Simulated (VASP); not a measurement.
SiC, 8 atoms in the cell. The structure is hexagonal, space group P6_3mc (No. 186). The conventional cell has a = 3.034 Å, b = 3.034 Å, c = 9.935 Å, α = 90.00°, β = 90.00°, γ = 120.00°. Within 2.5 Å of Si (site symmetry 3m) lie 4 C at 1.86 Å. Si (site symmetry 3m) has 4 C at 1.86 to 1.87 Å within 2.5 Å. C (site symmetry 3m) has 4 Si at 1.86 Å within 2.5 Å. Within 2.5 Å of C (site symmetry 3m) lie 4 Si at 1.86 to 1.87 Å. 

- Program: VASP 6.6.1
- Task: single point
- Functional: BLYP
- Dispersion: D3(BJ)
- Potentials or basis: VASP PAW PBE potentials, release 64 (Si, C)
- Cutoff: 520 eV
- k mesh: 10 × 10 × 3
- Occupations: fermi-dirac, width 0.05 eV
- Spin: no spin polarisation
- Dipole correction: no
- Further INCAR settings: ALGO = Normal; EDIFF = 1e-06; NBANDS = 26

Potentials or basis: VASP PAW PBE potentials, release 64 (Si, C).

Run with:

```bash
$ cat potpaw_PBE.64/Si/POTCAR potpaw_PBE.64/C/POTCAR > POTCAR
$ mpirun -np 1 vasp_std > vasp.out
```

Hardware: 1 thread of AMD EPYC 7R13, on a shared host.

**Question.** Estimate the wall time of this run.

**Answer.** It took 97 s on 1 thread of AMD EPYC 7R13, on a shared host, peak memory 0.19 GiB. Counts: scf iterations 12, k points 28.
